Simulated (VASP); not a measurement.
# Sc (Im-3m) in VASP: notebook

The runs below take Sc through single point, with BLYP.

Program: VASP 6.6.1. These are calculated values, not measurements. Logs are shortened: lines on timing, memory, paths and dates and some standing lists are left out, and cuts for length are marked.

## (1) The cell of the first run

The structure is cubic, space group Im-3m (No. 229). The conventional cell has a = 3.696 Å, b = 3.696 Å, c = 3.696 Å, α = 90.00°, β = 90.00°, γ = 90.00°. Within 4.2 Å of Sc (site symmetry m-3m) lie 14 Sc at 3.20 to 3.70 Å.

## (2) Single point, BLYP

Contents of INCAR:

```
  AGGAC = 1.0
  AGGAX = 1.0
  ALDAC = 0.0
  ALDAX = 1.0
  ALGO = Normal
  EDIFF = 1E-7
  ENCUT = 520
  GGA = B5
  ISIF = 2
  ISMEAR = -1
  LASPH = True
  LCHARG = False
  LREAL = False
  LWAVE = False
  NBANDS = 12
  NELM = 100
  PREC = Accurate
  SIGMA = 0.1
```

Contents of KPOINTS:

```
k-points
0
Gamma
  12 12 12
```

Contents of POSCAR:

```
Sc
1.0
   -1.8480007738      1.8480007738      1.8480007738
    1.8480007738     -1.8480007738      1.8480007738
    1.8480007738      1.8480007738     -1.8480007738
Sc
1
Direct
    0.0000000000      0.0000000000      0.0000000000
```

Potentials or basis: VASP PAW PBE potentials, release 64 (Sc_sv).

The run is started by

```sh
> cat potpaw_PBE.64/Sc_sv/POTCAR > POTCAR
> mpirun -np 1 vasp_std > vasp.out
```

OUTCAR:

```text
EDIFF = 1E-7
   ENCUT = 520
   GGA = B5
   ISIF = 2
   ISMEAR = -1
   LASPH = True
   LREAL = False
   NELM = 100
   PREC = Accurate

 ion  position               nearest neighbor table
   1  0.000  0.000  0.000-

  LATTYP: Found a body centered cubic cell.
 ALAT       =     3.6960015476

  Lattice vectors:

 A1 = (  -1.8480007738,   1.8480007738,   1.8480007738)
 A2 = (   1.8480007738,  -1.8480007738,   1.8480007738)
 A3 = (   1.8480007738,   1.8480007738,  -1.8480007738)

Analysis of symmetry for initial positions (statically):
=====================================================================
 Subroutine PRICEL returns:
 Original cell was already a primitive cell.

 Routine SETGRP: Setting up the symmetry group for a
 body centered cubic supercell.

 Subroutine GETGRP returns: Found 48 space group operations
 (whereof 48 operations were pure point group operations)
 out of a pool of 48 trial point group operations.

The static configuration has the point symmetry O_h .

Analysis of symmetry for dynamics (positions and initial velocities):
=====================================================================
 Subroutine PRICEL returns:
 Original cell was already a primitive cell.

 Routine SETGRP: Setting up the symmetry group for a
 body centered cubic supercell.

 Subroutine GETGRP returns: Found 48 space group operations
 (whereof 48 operations were pure point group operations)
 out of a pool of 48 trial point group operations.

The dynamic configuration has the point symmetry O_h .

 Subroutine INISYM returns: Found 48 space group operations
 (whereof 48 operations are pure point group operations),
 and found     1 'primitive' translations

----------------------------------------------------------------------------------------

                                     Primitive cell

  volume of cell :      25.2445

  direct lattice vectors                    reciprocal lattice vectors
    -1.848000774  1.848000774  1.848000774     0.000000000  0.270562657  0.270562657
     1.848000774 -1.848000774  1.848000774     0.270562657  0.000000000  0.270562657
     1.848000774  1.848000774 -1.848000774     0.270562657  0.270562657  0.000000000

  length of vectors
     3.200831233  3.200831233  3.200831233     0.382633379  0.382633379  0.382633379

  position of ions in fractional coordinates (direct lattice)
     0.000000000  0.000000000  0.000000000

  ion indices of the primitive-cell ions
   primitive index   ion index
                 1           1

----------------------------------------------------------------------------------------

 KPOINTS: k-points

Automatic generation of k-mesh.
 Grid dimensions read from file:
 generate k-points for:   12   12   12

 Generating k-lattice:

  Cartesian coordinates                     Fractional coordinates (reciprocal lattice)
     0.000000000  0.022546888  0.022546888     0.083333333  0.000000000  0.000000000
     0.022546888  0.000000000  0.022546888     0.000000000  0.083333333  0.000000000
     0.022546888  0.022546888  0.000000000     0.000000000  0.000000000  0.083333333

  Length of vectors
     0.031886115  0.031886115  0.031886115

  Shift w.r.t. Gamma in fractional coordinates (k-lattice)
     0.000000000  0.000000000  0.000000000

 Subroutine IBZKPT returns following result:
 ===========================================

 Found     72 irreducible k-points:

 Following reciprocal coordinates:
            Coordinates               Weight
  0.000000  0.000000  0.000000      1.000000
  0.083333  0.000000  0.000000     12.000000
  0.166667  0.000000  0.000000     12.000000
  0.250000  0.000000  0.000000     12.000000
  0.333333  0.000000  0.000000     12.000000
  0.416667  0.000000  0.000000     12.000000
[... 16 lines left out ...]
  0.333333  0.083333  0.083333     24.000000
  0.416667  0.083333  0.083333     12.000000
 [... further k-points ...]
   k-points           NKPTS =     72   k-points in BZ     NKDIM =     72   number of bands    NBANDS=     12
   number of dos      NEDOS =    301   number of ions     NIONS =      1
   total plane-waves  NPLWV =  13824
   dimension x,y,z NGX =    24 NGY =   24 NGZ =   24
   dimension x,y,z NGXF=    48 NGYF=   48 NGZF=   48
   ions per type =               1
   NGX,Y,Z   is equivalent  to a cutoff of  12.47, 12.47, 12.47 a.u.
   NGXF,Y,Z  is equivalent  to a cutoff of  24.93, 24.93, 24.93 a.u.
 SYSTEM =  unknown system
   PREC   = accura    normal or accurate (medium, high low for compatibility)
   ISTART =      0    job   : 0-new  1-cont  2-samecut
   ICHARG =      2    charge: 1-file 2-atom 10-const
   ISPIN  =      1    spin polarized calculation?
   LNONCOLLINEAR =      F non collinear calculations
   LSORBIT =      F    spin-orbit coupling
   LASPH  =      T    aspherical Exc in radial PAW
   ENCUT  =  520.0 eV  38.22 Ry    6.18 a.u.   5.95  5.95  5.95*2*pi/ulx,y,z
   NELM   =    100;   NELMIN=  2; NELMDL= -5     # of ELM steps
   EDIFF  = 0.1E-06   stopping-criterion for ELM
   LREAL  =      F    real-space projection
   EDIFFG = 0.1E-05   stopping-criterion for IOM
   NSW    =      0    number of steps for IOM
   IBRION =     -1    ionic relax: 0-MD 1-quasi-New 2-CG
   NFREE  =      0    steps in history (QN), initial steepest desc. (CG)
   ISIF   =      2    stress and relaxation
   ISYM   =      2    0-nonsym 1-usesym 2-fastsym
   POTIM  = 0.5000    time-step for ionic-motion
   TEBEG  =    0.0;   TEEND  =   0.0 temperature during run
   PSTRESS=    0.0 pullay stress
   NELECT =      11.0000    total number of electrons
   NUPDOWN=      -1.0000    fix difference up-down
   EMIN   =  10.00;   EMAX   =-10.00  energy-range for DOS
   EFERMI =   0.00;   METHOD = LEGACY
   ISMEAR =    -1;   SIGMA  =   0.10  broadening in eV -4-tet -1-fermi 0-gaus
   EFERMI_NEDOS =   21; number of points for ismear=-14 and -15
   IALGO  =     38    algorithm
   IMIX   =      4    mixing-type and parameters
     AMIX     =   0.40;   BMIX     =  1.00
     AMIX_MAG =   1.60;   BMIX_MAG =  1.00
  volume/ion in A,a.u.               =      25.24       170.36
  Fermi-wavevector in a.u.,A,eV,Ry     =   1.241129  2.345394 20.958430  1.540401
  Thomas-Fermi vector in A             =   2.375540
   LORBIT       =      0    0 simple, 1 ext, 2 COOP (PROOUT), +10 PAW based schemes
   GGA     = B5    functional components
   LHFCALC =     F    Hartree Fock is set to
   AEXX    =    0.0000 exact exchange contribution
   IVDW    =     0    specifies the selected vdW correction
   LEPSILON=     F    determine dielectric tensor
   LRPA    =     F    only Hartree local field effects (RPA)
 non-spin polarized calculation
  energy-cutoff  :      520.00
  volume of cell :       25.24
 maximum number of plane-waves:       702
   NGX = 11   NGY = 11   NGZ = 11

 number of electron      10.9999998 magnetization

 Free energy of the ion-electron system (eV)
  ---------------------------------------------------
  ext. energy  EPLUGINS =         0.00000000
  ---------------------------------------------------
  free energy    TOTEN  =        -5.26861696 eV

  energy without entropy =       -5.18513410  energy(sigma->0) =       -5.22687553

 E-fermi :   4.0892     XC(G=0):  -9.3037

 val. band max:        4.0876707772   @ k =   0.3333   0.1667   0.0833
 cond. band min:       4.0940583304   @ k =   0.2500   0.1667   0.0833
 fundamental gap:      0.0063875532
 Fermi energy:         4.0891661905

 k-point     1 :       0.0000    0.0000    0.0000
  band No.  band energies     occupation
      1     -45.3910      2.00000
      2     -23.9594      2.00000
      3     -23.9594      2.00000
      4     -23.9594      2.00000
      5      -0.9863      2.00000
      6       5.4313      0.00000
      7       5.4313      0.00000
      8       5.4313      0.00000
      9       6.7390      0.00000
     10       6.7390      0.00000
     11      18.1945      0.00000
     12      18.1945      0.00000

 k-point     2 :       0.0833    0.0000    0.0000
  band No.  band energies     occupation
      1     -45.3871      2.00000
      2     -23.9846      2.00000
      3     -23.9674      2.00000
      4     -23.9595      2.00000
      5      -0.8043      2.00000
      6       5.3456      0.00001
      7       5.3980      0.00000
      8       5.5624      0.00000
      9       6.6439      0.00000
     10       6.7450      0.00000
     11      17.8452      0.00000
     12      18.1404      0.00000

 k-point     3 :       0.1667    0.0000    0.0000
  band No.  band energies     occupation
      1     -45.3764      2.00000
      2     -24.0529      2.00000
      3     -23.9892      2.00000
      4     -23.9597      2.00000
      5      -0.2800      2.00000
      6       5.1218      0.00007
      7       5.2244      0.00002
      8       5.9401      0.00000
      9       6.5086      0.00000
     10       6.7700      0.00000
     11      16.6667      0.00000
     12      17.6303      0.00000
[... 286 lines left out ...]
 k-point    23 :       0.3333    0.0833    0.0833
  band No.  band energies     occupation
      1     -45.3350      2.00000
      2     -24.2827      2.00000
      3     -24.0808      2.00000
      4     -23.9835      2.00000
      5       2.4436      2.00000
      6       4.2613      0.30339
      7       4.3154      0.18854
      8       6.7862      0.00000
      9       7.0050      0.00000
     10       8.2389      0.00000
     11      11.3368      0.00000
     12      14.3526      0.00000

 k-point    24 :       0.4167    0.0833    0.0833
  band No.  band energies     occupation
      1     -45.3316      2.00000
      2     -24.2986      2.00000
      3     -24.0928      2.00000
      4     -23.9841      2.00000
      5       2.6804      2.00000
      6       4.2063      0.47308
      7       4.4148      0.07421
      8       6.8042      0.00000
      9       7.0355      0.00000
     10       8.5215      0.00000
     11      10.6541      0.00000
     12      14.1520      0.00000

 [... further k-points ...]
[... 5 lines left out ...]
  --------------------------------------------------------------------------------------
  -------------------------------------------------------------------------------------
  Total       -0.0015360     -0.0015360     -0.0015360      0.0000000      0.0000000      0.0000000
  in kB       -0.0974874     -0.0974874     -0.0974874      0.0000000      0.0000000      0.0000000
  external PRESSURE =      -0.0974874 kB  Pullay stress =       0.0000000 kB

 VOLUME and BASIS-vectors are now :
 -----------------------------------------------------------------------------
  energy-cutoff  :      520.00
  volume of cell :       25.24
      direct lattice vectors                 reciprocal lattice vectors
    -1.848000774  1.848000774  1.848000774     0.000000000  0.270562657  0.270562657
     1.848000774 -1.848000774  1.848000774     0.270562657  0.000000000  0.270562657
     1.848000774  1.848000774 -1.848000774     0.270562657  0.270562657  0.000000000

 POSITION                                       TOTAL-FORCE (eV/Angst)
 -----------------------------------------------------------------------------------
      0.00000      0.00000      0.00000         0.000000     -0.000000     -0.000000
 -----------------------------------------------------------------------------------
    total drift:                               -0.000000      0.000000      0.000000

  FREE ENERGIE OF THE ION-ELECTRON SYSTEM (eV)
  ---------------------------------------------------
  free  energy   TOTEN  =        -5.2686169642 eV

  energy  without entropy=       -5.1851340993  energy(sigma->0) =       -5.22687553
```

Wall time 25 s (1 thread of AMD EPYC 9R14 (Zen 4), shared host); peak memory 0.11 GiB.

What came out:

```yaml
Free_energy: -5.2686 eV
Pressure: 0.0 GPa
```

Caveat: the PAW data sets were made with another functional, which shifts forces and pressure a little.

## (3) Single point, BLYP (volume scaled by 0.88)

Contents of INCAR:

```
AGGAC = 1.0 ; AGGAX = 1.0
ALDAC = 0.0 ; ALDAX = 1.0
ALGO = Normal ; EDIFF = 1E-6
ENCUT = 520 ; GGA = B5
ISIF = 2 ; ISMEAR = -1
LASPH = True ; LCHARG = False
LREAL = False ; LWAVE = False
NBANDS = 12 ; NELM = 80
PREC = Accurate ; SIGMA = 0.1
```

Contents of KPOINTS:

```
k-points
0
Gamma
  14 14 14
```

Contents of POSCAR:

```
Sc
1.0
   -1.7709095207      1.7709095207      1.7709095207
    1.7709095207     -1.7709095207      1.7709095207
    1.7709095207      1.7709095207     -1.7709095207
Sc
1
Direct
    0.0000000000      0.0000000000      0.0000000000
```

Potentials or basis: VASP PAW PBE potentials, release 64 (Sc_sv).

The run is started by

```sh
> cat potpaw_PBE.64/Sc_sv/POTCAR > POTCAR
> mpirun -np 1 vasp_std > vasp.out
```

OUTCAR:

```text
EDIFF = 1E-6
   ENCUT = 520
   GGA = B5
   ISIF = 2
   ISMEAR = -1
   LASPH = True
   LREAL = False
   NELM = 80
   PREC = Accurate

 ion  position               nearest neighbor table
   1  0.000  0.000  0.000-

  LATTYP: Found a body centered cubic cell.
 ALAT       =     3.5418190414

  Lattice vectors:

 A1 = (  -1.7709095207,   1.7709095207,   1.7709095207)
 A2 = (   1.7709095207,  -1.7709095207,   1.7709095207)
 A3 = (   1.7709095207,   1.7709095207,  -1.7709095207)

Analysis of symmetry for initial positions (statically):
=====================================================================
 Subroutine PRICEL returns:
 Original cell was already a primitive cell.

 Routine SETGRP: Setting up the symmetry group for a
 body centered cubic supercell.

 Subroutine GETGRP returns: Found 48 space group operations
 (whereof 48 operations were pure point group operations)
 out of a pool of 48 trial point group operations.

The static configuration has the point symmetry O_h .

Analysis of symmetry for dynamics (positions and initial velocities):
[... 156 lines left out ...]
 E-fermi :   4.8858     XC(G=0):  -9.8118

 val. band max:        4.8847915175   @ k =   0.2143   0.1429   0.1429
 cond. band min:       4.8885345086   @ k =   0.3571   0.2143   0.0000
 fundamental gap:      0.0037429912
 Fermi energy:         4.8858180323

 k-point     1 :       0.0000    0.0000    0.0000
  band No.  band energies     occupation
      1     -44.3004      2.00000
      2     -22.7807      2.00000
      3     -22.7807      2.00000
      4     -22.7807      2.00000
      5      -0.4203      2.00000
      6       6.3931      0.00000
      7       6.3931      0.00000
      8       6.3931      0.00000
      9       7.9200      0.00000
     10       7.9200      0.00000
     11      19.8343      0.00000
     12      19.8343      0.00000
[... 331 lines left out ...]
 k-point    24 :       0.3571    0.2857   -0.0000
  band No.  band energies     occupation
      1     -44.1882      2.00000
      2     -23.2049      2.00000
      3     -23.1182      2.00000
      4     -22.8487      2.00000
      5       4.2441      1.99674
      6       4.7745      1.50532
      7       4.7848      1.46618
      8       8.0530      0.00000
      9       8.2697      0.00000
     10      11.5338      0.00000
     11      12.4486      0.00000
     12      13.1030      0.00000

 [... further k-points ...]
[... 5 lines left out ...]
  --------------------------------------------------------------------------------------
  -------------------------------------------------------------------------------------
  Total        1.1033232      1.1033232      1.1033232      0.0000000     -0.0000000      0.0000000
  in kB       79.5727232     79.5727232     79.5727232      0.0000000     -0.0000000      0.0000000
  external PRESSURE =      79.5727232 kB  Pullay stress =       0.0000000 kB

 VOLUME and BASIS-vectors are now :
 -----------------------------------------------------------------------------
  energy-cutoff  :      520.00
  volume of cell :       22.22
      direct lattice vectors                 reciprocal lattice vectors
    -1.770909521  1.770909521  1.770909521     0.000000000  0.282340794  0.282340794
     1.770909521 -1.770909521  1.770909521     0.282340794  0.000000000  0.282340794
     1.770909521  1.770909521 -1.770909521     0.282340794  0.282340794  0.000000000

 POSITION                                       TOTAL-FORCE (eV/Angst)
 -----------------------------------------------------------------------------------
      0.00000      0.00000      0.00000        -0.000000      0.000000     -0.000000
 -----------------------------------------------------------------------------------
    total drift:                                0.000000      0.000000      0.000000

  FREE ENERGIE OF THE ION-ELECTRON SYSTEM (eV)
  ---------------------------------------------------
  free  energy   TOTEN  =        -5.1988264900 eV

  energy  without entropy=       -5.1235290594  energy(sigma->0) =       -5.16117777
```

stdout:

```text
POSCAR found type information on POSCAR Sc
 POSCAR found :  1 types and       1 ions
 scaLAPACK will be used
 -----------------------------------------------------------------------------
|                                                                             |
|                                                                             |
|     You enforced a specific xc type in the INCAR file but a different       |
|     I HOPE YOU KNOW WHAT YOU ARE DOING!                                     |
|                                                                             |
 -----------------------------------------------------------------------------

 LDA part: xc-table for (Slater(with rela. corr.)+VWN5), standard interpolation
 POSCAR, INCAR and KPOINTS ok, starting setup
 FFT: planning ... GRIDC
 FFT: planning ... GRID_SOFT
 FFT: planning ... GRID
 WAVECAR not read
 entering main loop
```

Run time: 26 s. Hardware: 1 thread of AMD EPYC 9R14 (Zen 4), shared host; peak memory 0.12 GiB.

What came out:

```yaml
Free_energy: -5.1988 eV
Pressure: 8.0 GPa
```

Caveat: the PAW data sets were made with another functional, which shifts forces and pressure a little.

## (4) Single point, BLYP (volume scaled by 0.92)

Contents of INCAR:

```
PREC = Accurate ; ENCUT = 520
EDIFF = 1E-6 ; ISMEAR = -1
SIGMA = 0.1 ; LREAL = F
LASPH = T ; NELM = 60
ALGO = Normal ; ISIF = 2
LWAVE = F ; LCHARG = F
GGA = B5 ; ALDAX = 1.0
AGGAX = 1.0 ; AGGAC = 1.0
ALDAC = 0.0 ; NBANDS = 12
```

Contents of KPOINTS:

```
Automatic mesh
0
Gamma
  14 14 14
```

Contents of POSCAR:

```
Sc
1.0
   -1.7973449035      1.7973449035      1.7973449035
    1.7973449035     -1.7973449035      1.7973449035
    1.7973449035      1.7973449035     -1.7973449035
Sc
1
Direct
    0.0000000000      0.0000000000      0.0000000000
```

The run is started by

```sh
> cat potpaw_PBE.64/Sc_sv/POTCAR > POTCAR
> mpirun -np 1 vasp_std > vasp.out
```

It took 25 s on 1 thread of AMD EPYC 9R14 (Zen 4), shared host; peak memory 0.12 GiB.

The run converged. Its results:

- Free energy: -5.2393 eV
- Pressure: 4.8 GPa

Levels at points of the mesh, in eV from the Fermi level:
| k point | band 3 | band 4 | band 5 | band 6 | band 7 | band 8 |
| --- | --- | --- | --- | --- | --- | --- |
| (0.00, 0.00, 0.00) | -27.80 | -27.80 | -5.23 | 1.45 | 1.45 | 1.45 |
| (0.50, 0.00, 0.00) | -27.96 | -27.81 | -1.85 | 0.22 | 0.73 | 2.90 |
| (0.50, 0.50, 0.50) | -28.14 | -28.14 | -1.40 | -1.40 | 4.01 | 4.01 |

Caveat: the PAW data sets were made with another functional, which shifts forces and pressure a little.

## (5) Single point, BLYP (volume scaled by 0.96)

Contents of INCAR:

```
SYSTEM = Sc
  PREC = Accurate
  ENCUT = 520
  EDIFF = 1E-6
  ISMEAR = -1
  SIGMA = 0.1
  LREAL = .FALSE.
  LASPH = .TRUE.
  NELM = 80
  ALGO = Normal
  ISIF = 2
  LWAVE = .FALSE.
  LCHARG = .FALSE.
  GGA = B5
  ALDAX = 1.0
  AGGAX = 1.0
  AGGAC = 1.0
  ALDAC = 0.0
  NBANDS = 12
```

Contents of KPOINTS:

```
Automatic mesh
0
G
  14 14 14
  0 0 0
```

Contents of POSCAR:

```
Sc
1.0
   -1.8230247287      1.8230247287      1.8230247287
    1.8230247287     -1.8230247287      1.8230247287
    1.8230247287      1.8230247287     -1.8230247287
Sc
1
Direct
    0.0000000000      0.0000000000      0.0000000000
```

The run is started by

```sh
> cat potpaw_PBE.64/Sc_sv/POTCAR > POTCAR
> mpirun -np 1 vasp_std > vasp.out
```

Wall time 26 s (1 thread of AMD EPYC 9R14 (Zen 4), shared host); peak memory 0.12 GiB.

Results (log left out):

| Quantity | Value |
| --- | --- |
| Free energy | -5.2616 eV |
| Pressure | 2.2 GPa |

Levels at points of the mesh, in eV from the Fermi level:
```
           k point  band 2  band 3  band 4  band 5  band 6  band 7  band 8  band 9
(0.00, 0.00, 0.00)  -27.93  -27.93  -27.93   -5.15    1.40    1.40    1.40    2.77
(0.50, 0.00, 0.00)  -28.35  -28.06  -27.93   -1.79    0.23    0.64    2.76    3.08
(0.50, 0.50, 0.50)  -28.22  -28.22  -28.22   -1.30   -1.30    3.82    3.82    3.82
```

Caveat: the PAW data sets were made with another functional, which shifts forces and pressure a little.

[end of part 1 of 2]
